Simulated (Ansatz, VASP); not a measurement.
# CaZr2N3 in VASP and in Ansatz

File INCAR:

```
ALGO = Normal
EDIFF = 1E-7
EDIFFG = -0.04
ENCUT = 600
GGA = PE
IBRION = 2
ISIF = 3
ISMEAR = 0
LASPH = True
LCHARG = False
LREAL = False
LWAVE = False
NELM = 60
NSW = 90
PREC = Accurate
SIGMA = 0.1
```

KPOINTS

```
k-points
0
Gamma
  4 4 6
```

Contents of POSCAR:

```
CaZr2N3
1.0
    2.2640344900     -5.0263746900      0.0000000000
    2.2640344900      5.0263746900      0.0000000000
    0.0000000000      0.0000000000      3.5388033300
Ca Zr N
1 2 3
Direct
    0.0000000000      0.0000000000      0.0000000000
    0.6562623200      0.3437376800      0.5000000000
    0.3437376800      0.6562623200      0.5000000000
    0.1478336900      0.8521663100      0.5000000000
    0.8521663100      0.1478336900      0.5000000000
    0.5000000000      0.5000000000      0.0000000000
```

Input for Ansatz:

```yaml
crystal:
  lattice:
    - [2.26403449, -5.02637469, 0.0]
    - [2.26403449, 5.02637469, 0.0]
    - [0.0, 0.0, 3.53880333]
  atoms:
    - { symbol: Ca, position: [0.0, 0.0, 0.0] }
    - { symbol: Zr, position: [0.65626232, 0.34373768, 0.5] }
    - { symbol: Zr, position: [0.34373768, 0.65626232, 0.5] }
    - { symbol: "N", position: [0.14783369, 0.85216631, 0.5] }
    - { symbol: "N", position: [0.85216631, 0.14783369, 0.5] }
    - { symbol: "N", position: [0.5, 0.5, 0.0] }
basis:
  ecutwfc: 420
kpoints:
  mp_grid: { grid: [4, 4, 6] }
hamiltonian:
  xc: pbe
scf:
  occupations: { method: gaussian, width: 0.1 }
  lower_state_search: "off"
output:
  forces: true
  stress: true
  eigenvalues: true
relax:
  adjacent_minimum: "off"
  f_tol: 0.04
  max_steps: 70
  cell: { stress_tol: 0.4 }
```

Change from the starting cell: species swapped into the Li2BiO3 type (Cmmm, No. 65).

Alike in both runs: task relaxation of cell and atoms; functional PBE; k mesh 4 × 4 × 6; occupations gaussian, width 0.1 eV; no spin polarisation.

```csv
,VASP,Ansatz
version,VASP 6.6.1,Ansatz 0.2.0
potentials or method,"VASP PAW PBE potentials, release 64 (Ca_sv, Zr_sv, N), cutoff 600 eV","scalar-relativistic, plane waves, PAW"
valence electrons in the cell,49,49
```

|  | VASP | Ansatz | Ansatz less VASP |
| --- | --- | --- | --- |
| gap on the k mesh at the Fermi level, each at its own relaxed structure (eV) | none | none | - |
| relaxed volume (Å³/atom) | 14.28 | 14.22 | -0.059 |
| relaxed cell length with the largest relative difference (Å) | 3.487 | 3.480 | -0.0069 |

A gap of «none» marks a metal or a gap that the smearing closes.

The k mesh is coarse, so the values compare programs but aren't converged.
